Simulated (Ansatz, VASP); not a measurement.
**Ir: VASP beside Ansatz**

```xyz
2
Lattice="2.7514 0.0000 0.0000 -1.3757 2.3828 0.0000 0.0000 0.0000 4.4623" Properties=species:S:1:pos:R:3 pbc="T T T"
Ir    0.0000    1.5885    1.1156
Ir    1.3757    0.7943    3.3467
```

Alike in both runs: task single point; functional PBE; k mesh 11 × 11 × 6; occupations gaussian, width 0.016 eV; no spin polarisation.

|  | VASP | Ansatz |
| --- | --- | --- |
| version | VASP 6.6.1 | Ansatz 0.2.0 |
| potentials or method | VASP PAW PBE potentials, release 64 (Ir) | Ansatz PAW |
| plane-wave cutoff (eV) | 520 | 420 |
| valence electrons in the cell | 18 | 34 |

```csv
,VASP,Ansatz,Ansatz less VASP
gap on the k mesh at the Fermi level (eV),none,none,-
pressure (GPa),-1.0,-1.4,-0.46
"traceless stress, the component that is largest in VASP (GPa)",0.72,0.61,-0.107
```

A gap of «none» marks a metal or a gap that the smearing closes. The functional is the same, so the differences come from potentials, cutoffs and numerics. VASP's potentials hold 18 valence electrons a cell and Ansatz's 34, so a difference there can come from the potentials and not from the codes.

Neither program's run includes spin-orbit coupling.
